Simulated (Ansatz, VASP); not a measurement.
**Two plane-wave programs on NaI4**

INCAR

```
SYSTEM = NaI4
PREC     = Accurate       ! precision mode
ENCUT    = 520            ! plane-wave cutoff, eV
EDIFF    = 1E-6           ! SCF threshold, eV
ISMEAR   = 0              ! smearing method
SIGMA    = 0.1            ! smearing width, eV
LREAL    = .False.        ! projectors in reciprocal space
LASPH    = .True.         ! aspherical terms in the spheres
NELM     = 100            ! most SCF steps
ALGO     = Normal         ! electronic algorithm
ISIF     = 2              ! what is computed and relaxed
LWAVE    = .False.        ! write WAVECAR
LCHARG   = .True.         ! write CHGCAR
GGA      = PE             ! functional
IVDW     = 12             ! dispersion correction
LELF     = .True.         ! ELF
LVHAR    = .True.       
NBANDS   = 26             ! bands
```

The input KPOINTS:

```
Automatic mesh
0
Gamma
  4 4 2
  0 0 0
```

POSCAR

```
NaI4
1.0
    3.1144826500     -3.1144826500      0.0000000000
    3.1144826500      3.1144826500      0.0000000000
    0.0000000000      0.0000000000      8.4216467900
Na I
1 4
Direct
    0.0000000000      0.0000000000      0.0000000000
    0.8750000000      0.3750000000      0.7368895400
    0.3750000000      0.8750000000      0.7368895400
    0.6250000000      0.1250000000      0.2631104600
    0.1250000000      0.6250000000      0.2631104600
```

Input for Ansatz:

```yaml
crystal:
  lattice:
    - [3.11448265, -3.11448265, 0.0]
    - [3.11448265, 3.11448265, 0.0]
    - [0.0, 0.0, 8.42164679]
  atoms:
    - { symbol: Na, position: [0.0, 0.0, 0.0] }
    - { symbol: I, position: [0.875, 0.375, 0.73688954] }
    - { symbol: I, position: [0.375, 0.875, 0.73688954] }
    - { symbol: I, position: [0.625, 0.125, 0.26311046] }
    - { symbol: I, position: [0.125, 0.625, 0.26311046] }
basis:
  ecutwfc: 420
kpoints:
  mp_grid: { grid: [4, 4, 2] }
hamiltonian:
  xc: pbe
  dispersion: d3bj
scf:
  occupations: { method: gaussian, width: 0.1 }
  lower_state_search: "off"
output:
  forces: true
  stress: true
  eigenvalues: true
```

Alike in both runs: task single point; functional PBE; dispersion D3(BJ); k mesh 4 × 4 × 2; occupations gaussian, width 0.1 eV; no spin polarisation.

|  | VASP | Ansatz |
| --- | --- | --- |
| version | VASP 6.6.1 | Ansatz 0.2.0 |
| potentials or method | VASP PAW PBE potentials, release 64 (Na_pv, I), cutoff 520 eV | scalar-relativistic, plane waves, PAW |
| valence electrons in the cell | 35 | 77 |

```tsv
	VASP	Ansatz	Ansatz less VASP
gap on the k mesh at the Fermi level (eV)	none	none	-
pressure (GPa)	8.9	8.9	0.00
traceless stress, the component that is largest in VASP (GPa)	-5.73	-5.76	-0.040
rms of the force components (eV/Å)	0.314	0.311	-0.0031
```

Atom by atom the forces differ by 0.003 eV/Å (rms over components). A gap of «none» marks a metal or a gap that the smearing closes. VASP's potentials hold 35 valence electrons a cell and Ansatz's 77, so a difference there can come from the potentials and not from the codes.

The k mesh is coarse, so the values compare programs but aren't converged. Spin-orbit coupling is off throughout.
